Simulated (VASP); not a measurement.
# Sb (I4/mmm) in VASP: notebook

Sb is run at these levels: r2SCAN; tasks: relaxation of cell and atoms, single point.

Program: VASP 6.6.1. These are calculated values, not measurements. Logs are shortened: lines on timing, memory, paths and dates and some standing lists are left out, and cuts for length are marked.

## (1) The cell of the first run

Symmetry: I4/mmm, No. 139, tetragonal system. Conventional cell: a = 3.084 Å, b = 3.084 Å, c = 5.892 Å, α = 90.00°, β = 90.00°, γ = 90.00°. Within 4.1 Å of Sb (site symmetry 4/mmm) lie 12 Sb at 3.08 to 3.67 Å.

## (2) Relaxation of cell and atoms, r2SCAN

The input, POSCAR:

```
Sb
1.0
   -1.5420370068      1.5420370068      2.9459580988
    1.5420370068     -1.5420370068      2.9459580988
    1.5420370068      1.5420370068     -2.9459580988
Sb
1
Direct
    0.0000000000      0.0000000000      0.0000000000
```

The input, INCAR.step1:

```
SYSTEM = Sb
ALGO = Normal
EDIFF = 1E-5
EDIFFG = -0.005
ENCUT = 550
GGA = PE
GGA_COMPAT = .False.
IBRION = 2
ISIF = 3
ISMEAR = 0
KPAR = 4
LASPH = .True.
LCHARG = .False.
LREAL = .False.
LWAVE = .True.
NELM = 120
NELMIN = 4
NSW = 100
PREC = Accurate
SIGMA = 0.1
```

The input, INCAR.step2:

```
SYSTEM = Sb
ALGO = Normal
EDIFF = 1E-7
EDIFFG = -0.01
ENCUT = 550
GGA_COMPAT = .False.
IBRION = 2
ISIF = 3
ISMEAR = 0
ISTART = 1
KPAR = 4
LASPH = .True.
LCHARG = .False.
LMIXTAU = .True.
LREAL = .False.
LWAVE = .False.
METAGGA = R2SCAN
NELM = 120
NELMIN = 4
NSW = 100
PREC = Accurate
SIGMA = 0.1
```

The input, KPOINTS:

```
k-points
0
Gamma
  26 26 26
  0 0 0
```

Potentials or basis: VASP PAW PBE potentials, release 64 (Sb).

Launch:

```sh
cat potpaw_PBE.64/Sb/POTCAR > POTCAR
cp INCAR.step1 INCAR
mpirun -np 4 vasp_std > vasp.out
cp INCAR.step2 INCAR
mpirun -np 4 vasp_std > vasp.out
```

OUTCAR:

```text
SYSTEM = Sb
   EDIFF = 1E-7
   EDIFFG = -0.01
   ENCUT = 550
   IBRION = 2
   ISIF = 3
   ISMEAR = 0
   ISTART = 1
   LASPH = .True.
   LREAL = .False.
   METAGGA = R2SCAN
   NELM = 120
   NELMIN = 4
   NSW = 100
   PREC = Accurate

 ion  position               nearest neighbor table
   1  0.000  0.000  0.000-

  LATTYP: Found a body centered tetragonal cell.
 ALAT       =     3.0840740136
 C/A-ratio  =     1.9104328144

  Lattice vectors:

 A1 = (  -1.5420370068,   1.5420370068,   2.9459580988)
 A2 = (   1.5420370068,  -1.5420370068,   2.9459580988)
 A3 = (   1.5420370068,   1.5420370068,  -2.9459580988)

Analysis of symmetry for initial positions (statically):
=====================================================================
 Subroutine PRICEL returns:
 Original cell was already a primitive cell.

 Routine SETGRP: Setting up the symmetry group for a
 body centered tetragonal supercell.

 Subroutine GETGRP returns: Found 16 space group operations
 (whereof 16 operations were pure point group operations)
 out of a pool of 16 trial point group operations.

The static configuration has the point symmetry D_4h.

Analysis of symmetry for dynamics (positions and initial velocities):
=====================================================================
 Subroutine PRICEL returns:
 Original cell was already a primitive cell.

 Routine SETGRP: Setting up the symmetry group for a
 body centered tetragonal supercell.

 Subroutine GETGRP returns: Found 16 space group operations
 (whereof 16 operations were pure point group operations)
 out of a pool of 16 trial point group operations.

The dynamic configuration has the point symmetry D_4h.

 Subroutine INISYM returns: Found 16 space group operations
 (whereof 16 operations are pure point group operations),
 and found     1 'primitive' translations

----------------------------------------------------------------------------------------

                                     Primitive cell

  volume of cell :      28.0205

  direct lattice vectors                    reciprocal lattice vectors
    -1.542037007  1.542037007  2.945958099     0.000000000  0.324246434  0.169724070
     1.542037007 -1.542037007  2.945958099     0.324246434  0.000000000  0.169724070
     1.542037007  1.542037007 -2.945958099     0.324246434  0.324246434  0.000000000

  length of vectors
     3.665300176  3.665300176  3.665300176     0.365980887  0.365980887  0.458553704

[... 91 lines left out ...]
   EMIN   =  10.00;   EMAX   =-10.00  energy-range for DOS
   EFERMI =   0.00;   METHOD = LEGACY
   ISMEAR =     0;   SIGMA  =   0.10  broadening in eV -4-tet -1-fermi 0-gaus
   EFERMI_NEDOS =   21; number of points for ismear=-14 and -15
   IALGO  =     38    algorithm
   IMIX   =      4    mixing-type and parameters
     AMIX     =   0.40;   BMIX     =  1.00
     AMIX_MAG =   1.60;   BMIX_MAG =  1.00
  volume/ion in A,a.u.               =      28.02       189.09
  Fermi-wavevector in a.u.,A,eV,Ry     =   0.921664  1.741693 11.557675  0.849465
  Thomas-Fermi vector in A             =   2.047106
   LORBIT       =      0    0 simple, 1 ext, 2 COOP (PROOUT), +10 PAW based schemes
   METAGGA = R2SCAN    functional components
   LHFCALC =     F    Hartree Fock is set to
   AEXX    =    0.0000 exact exchange contribution
   IVDW    =     0    specifies the selected vdW correction
   LEPSILON=     F    determine dielectric tensor
   LRPA    =     F    only Hartree local field effects (RPA)
 conjugate gradient relaxation of ions
 non-spin polarized calculation
 Gauss-broadening in eV      SIGMA  =   0.10
  energy-cutoff  :      550.00
  volume of cell :       28.02
 maximum number of plane-waves:       840
   NGX = 13   NGY = 13   NGZ = 13

--------------------------------------- Ionic step        1  -------------------------------------------

 number of electron       5.0000000 magnetization

 Free energy of the ion-electron system (eV)
  ---------------------------------------------------
  ext. energy  EPLUGINS =         0.00000000
  ---------------------------------------------------
  free energy    TOTEN  =       -25.27689707 eV

  energy without entropy =      -25.27383290  energy(sigma->0) =      -25.27536498

------------------------ aborting loop because EDIFF is reached ----------------------------------------

  FORCE on cell =-STRESS in cart. coord.  units (eV):
  Direction    XX          YY          ZZ          XY          YZ          ZX
  --------------------------------------------------------------------------------------
  -------------------------------------------------------------------------------------
  Total        0.1048065      0.1048065      0.0234141      0.0000000     -0.0000000     -0.0000000
  in kB        5.9926993      5.9926993      1.3387903      0.0000000     -0.0000000     -0.0000000
  external PRESSURE =       4.4413963 kB  Pullay stress =       0.0000000 kB
[... 162 lines left out ...]
--------------------------------------- Ionic step        6  -------------------------------------------

 number of electron       5.0000000 magnetization

 Free energy of the ion-electron system (eV)
  ---------------------------------------------------
  ext. energy  EPLUGINS =         0.00000000
  ---------------------------------------------------
  free energy    TOTEN  =       -25.27731267 eV

  energy without entropy =      -25.27427734  energy(sigma->0) =      -25.27579500

 E-fermi :   7.9035     XC(G=0): -10.5296

 val. band max:        7.9031724952   @ k =  -0.4231   0.4615   0.3846
 cond. band min:       7.9078609373   @ k =  -0.4231   0.3077  -0.0000
 fundamental gap:      0.0046884420
 Fermi energy:         7.9035108395

 k-point     1 :       0.0000    0.0000    0.0000
  band No.  band energies     occupation
      1      -5.3892      2.00000
      2      11.2978      0.00000
      3      13.5212      0.00000
      4      13.5212      0.00000
      5      16.8910      0.00000
      6      17.3256      0.00000
[... 199 lines left out ...]
 k-point    24 :       0.3846    0.0385    0.0000
  band No.  band energies     occupation
      1      -2.3787      2.00000
      2       3.4817      2.00000
      3       8.8654      0.00000
      4      13.7393      0.00000
      5      13.8747      0.00000
      6      18.6308      0.00000

 [... further k-points ...]

------------------------ aborting loop because EDIFF is reached ----------------------------------------

  FORCE on cell =-STRESS in cart. coord.  units (eV):
  Direction    XX          YY          ZZ          XY          YZ          ZX
  --------------------------------------------------------------------------------------
  -------------------------------------------------------------------------------------
  Total       -0.0008815     -0.0008815     -0.0016692      0.0000000      0.0000000      0.0000000
  in kB       -0.0501473     -0.0501473     -0.0949620      0.0000000      0.0000000      0.0000000
  external PRESSURE =      -0.0650855 kB  Pullay stress =       0.0000000 kB
[... 16 lines left out ...]
  FREE ENERGIE OF THE ION-ELECTRON SYSTEM (eV)
  ---------------------------------------------------
  free  energy   TOTEN  =       -25.2773126704 eV

  energy  without entropy=      -25.2742773389  energy(sigma->0) =      -25.27579500

 reached required accuracy - stopping structural energy minimisation
```

Run time: 11 min. Hardware: 4 MPI ranks of Intel Xeon Platinum 8488C (Sapphire Rapids), shared host; peak memory 0.39 GiB.

What came out:

```
Free energy                           : -25.2773 eV
Relaxed volume                        : 28.16 Å³/atom
Relaxed cell                          : a = 3.662 Å, b = 3.662 Å, c = 3.662 Å, α = 129.95°, β = 129.95°, γ = 73.49°
Space group after relaxing (to 0.1 Å) : I4/mmm (No. 139)
Energy gained by relaxing             : 0.4 meV/atom
Ionic steps                           : 6
Pressure after relaxing               : 0.0 GPa
Band gap on the k mesh                : zero (an odd number of electrons rules out a gap without spin polarisation)
```

Step by step:
| step | energy change (eV) | largest force (eV/Å) | pressure (GPa) | volume (Å³) |
| --- | --- | --- | --- | --- |
| 1 | 0.0000 | 0.0000 | 0.44 | 28.02 |
| 2 | -0.0003 | 0.0000 | -0.28 | 28.34 |
| 3 | -0.0003 | 0.0000 | -0.03 | 28.23 |
| 4 | -0.0003 | 0.0000 | -0.04 | 28.23 |
| 5 | -0.0004 | 0.0000 | -0.03 | 28.21 |
| 6 | -0.0004 | 0.0000 | -0.01 | 28.16 |

Final structure:
```
Sb
1.0
    -1.54904    1.54904    2.93414
     1.54904   -1.54904    2.93414
     1.54904    1.54904   -2.93414
Sb
1
Cartesian
  0.0000 3.0981 0.0000
```

Levels at points of the mesh, in eV from the Fermi level:
```tsv
k point	band 1	band 2	band 3	band 4	band 5	band 6
(0.00, 0.00, 0.00)	-13.29	3.39	5.62	5.62	8.99	9.42
(0.50, 0.00, 0.00)	-9.38	-5.86	0.87	5.56	6.38	11.34
(0.50, 0.50, 0.00)	-6.37	-4.27	-1.74	0.93	3.70	4.81
(0.50, 0.50, 0.50)	-10.43	-5.87	3.07	3.07	6.78	7.69
```

Caveat: the PAW data sets were made with another functional, which shifts forces and pressure a little; spin-orbit coupling is left out, which moves the levels of the heavy elements; an odd number of electrons without spin polarisation forces a metal; a magnetic or distorted state may lie lower.

## (3) Single point, r2SCAN

This run uses another cell than the first one, of 28.22 Å³/atom.

The input, POSCAR:

```
Sb
1.0
   -1.5476737669      1.5476737669      2.9451516806
    1.5476737669     -1.5476737669      2.9451516806
    1.5476737669      1.5476737669     -2.9451516806
Sb
1
Direct
    0.0000000000      0.0000000000      0.0000000000
```

The input, INCAR.step1:

```
PREC = Accurate
ENCUT = 520
ISMEAR = 0
SIGMA = 0.1
LREAL = False
LASPH = True
NELM = 80
NBANDS = 8
GGA = PE
ALGO = Normal
EDIFF = 1E-4
LWAVE = True
LCHARG = False
```

The input, INCAR.step2:

```
PREC = Accurate
ENCUT = 520
EDIFF = 1E-6
ISMEAR = 0
SIGMA = 0.1
LREAL = False
LASPH = True
NELM = 80
ALGO = Normal
ISIF = 2
LWAVE = False
LCHARG = False
METAGGA = R2SCAN
LMIXTAU = True
NBANDS = 8
ISTART = 1
```

The input, KPOINTS:

```
Automatic mesh
0
Gamma
  26 26 26
```

Potentials or basis: VASP PAW PBE potentials, release 64 (Sb).

Launch:

```sh
cat potpaw_PBE.64/Sb/POTCAR > POTCAR
cp INCAR.step1 INCAR
mpirun -np 1 vasp_std > vasp.out
cp INCAR.step2 INCAR
mpirun -np 1 vasp_std > vasp.out
```

OUTCAR:

```text
PREC = Accurate
   ENCUT = 520
   EDIFF = 1E-6
   ISMEAR = 0
   LREAL = False
   LASPH = True
   NELM = 80
   ISIF = 2
   METAGGA = R2SCAN
   ISTART = 1

 ion  position               nearest neighbor table
   1  0.000  0.000  0.000-

  LATTYP: Found a body centered tetragonal cell.
 ALAT       =     3.0953475338
 C/A-ratio  =     1.9029538030

  Lattice vectors:

 A1 = (  -1.5476737669,   1.5476737669,   2.9451516806)
 A2 = (   1.5476737669,  -1.5476737669,   2.9451516806)
 A3 = (   1.5476737669,   1.5476737669,  -2.9451516806)

Analysis of symmetry for initial positions (statically):
=====================================================================
 Subroutine PRICEL returns:
 Original cell was already a primitive cell.

 Routine SETGRP: Setting up the symmetry group for a
 body centered tetragonal supercell.

 Subroutine GETGRP returns: Found 16 space group operations
 (whereof 16 operations were pure point group operations)
 out of a pool of 16 trial point group operations.

The static configuration has the point symmetry D_4h.

Analysis of symmetry for dynamics (positions and initial velocities):
=====================================================================
 Subroutine PRICEL returns:
 Original cell was already a primitive cell.

 Routine SETGRP: Setting up the symmetry group for a
 body centered tetragonal supercell.

 Subroutine GETGRP returns: Found 16 space group operations
 (whereof 16 operations were pure point group operations)
 out of a pool of 16 trial point group operations.

The dynamic configuration has the point symmetry D_4h.

 Subroutine INISYM returns: Found 16 space group operations
 (whereof 16 operations are pure point group operations),
 and found     1 'primitive' translations

----------------------------------------------------------------------------------------
[... 111 lines left out ...]
     AMIX_MAG =   1.60;   BMIX_MAG =  1.00
  volume/ion in A,a.u.               =      28.22       190.42
  Fermi-wavevector in a.u.,A,eV,Ry     =   0.919509  1.737620 11.503683  0.845497
  Thomas-Fermi vector in A             =   2.044711
   LORBIT       =      0    0 simple, 1 ext, 2 COOP (PROOUT), +10 PAW based schemes
   METAGGA = R2SCAN    functional components
   LHFCALC =     F    Hartree Fock is set to
   AEXX    =    0.0000 exact exchange contribution
   IVDW    =     0    specifies the selected vdW correction
   LEPSILON=     F    determine dielectric tensor
   LRPA    =     F    only Hartree local field effects (RPA)
 non-spin polarized calculation
 Gauss-broadening in eV      SIGMA  =   0.10
  energy-cutoff  :      520.00
  volume of cell :       28.22
 maximum number of plane-waves:       774
   NGX = 13   NGY = 13   NGZ = 13

 number of electron       5.0000000 magnetization

 Free energy of the ion-electron system (eV)
  ---------------------------------------------------
  ext. energy  EPLUGINS =         0.00000000
  ---------------------------------------------------
  free energy    TOTEN  =       -25.27723555 eV

  energy without entropy =      -25.27418828  energy(sigma->0) =      -25.27571191

 E-fermi :   7.8783     XC(G=0): -10.5178

 val. band max:        7.8688411348   @ k =  -0.1538  -0.3462   0.0385
 cond. band min:       7.8783105786   @ k =  -0.4615   0.5000   0.2692
 fundamental gap:      0.0094694439
 Fermi energy:         7.8782857029

 k-point     1 :       0.0000    0.0000    0.0000
  band No.  band energies     occupation
      1      -5.4027      2.00000
      2      11.1975      0.00000
      3      13.4937      0.00000
      4      13.4937      0.00000
      5      16.7664      0.00000
      6      17.2899      0.00000
      7      19.7153      0.00000
      8      19.7786      0.00000
[... 243 lines left out ...]
 k-point    24 :       0.3846    0.0385   -0.0000
  band No.  band energies     occupation
      1      -2.3972      2.00000
      2       3.4655      2.00000
      3       8.7975      0.00000
      4      13.7380      0.00000
      5      13.8199      0.00000
      6      18.6317      0.00000
      7      19.8417      0.00000
      8      21.7788      0.00000

 [... further k-points ...]

------------------------ aborting loop because EDIFF is reached ----------------------------------------

  FORCE on cell =-STRESS in cart. coord.  units (eV):
  Direction    XX          YY          ZZ          XY          YZ          ZX
  --------------------------------------------------------------------------------------
  -------------------------------------------------------------------------------------
  Total        0.0014273      0.0014273     -0.0218990      0.0000000     -0.0000000      0.0000000
  in kB        0.0810406      0.0810406     -1.2433939      0.0000000     -0.0000000      0.0000000
  external PRESSURE =      -0.3604376 kB  Pullay stress =       0.0000000 kB

 VOLUME and BASIS-vectors are now :
 -----------------------------------------------------------------------------
  energy-cutoff  :      520.00
  volume of cell :       28.22
      direct lattice vectors                 reciprocal lattice vectors
    -1.547673767  1.547673767  2.945151681     0.000000000  0.323065500  0.169770543
     1.547673767 -1.547673767  2.945151681     0.323065500  0.000000000  0.169770543
     1.547673767  1.547673767 -2.945151681     0.323065500  0.323065500  0.000000000

 POSITION                                       TOTAL-FORCE (eV/Angst)
 -----------------------------------------------------------------------------------
      0.00000      0.00000      0.00000        -0.000000     -0.000000     -0.000000
 -----------------------------------------------------------------------------------
    total drift:                               -0.000000      0.000000     -0.000000

  FREE ENERGIE OF THE ION-ELECTRON SYSTEM (eV)
  ---------------------------------------------------
  free  energy   TOTEN  =       -25.2772355468 eV

  energy  without entropy=      -25.2741882792  energy(sigma->0) =      -25.27571191
```

Run time: 18 min. Hardware: 1 thread of AMD EPYC 7R13 (Zen 3), shared host; peak memory 0.38 GiB.

Results:

```yaml
Free_energy: -25.2772 eV
Pressure: 0.0 GPa
Band_gap_on_the_k_mesh: zero (an odd number of electrons rules out a gap without spin polarisation)
```

Caveat: the PAW data sets were made with another functional, which shifts forces and pressure a little; spin-orbit coupling is left out, which moves the levels of the heavy elements; an odd number of electrons without spin polarisation forces a metal; a magnetic or distorted state may lie lower.
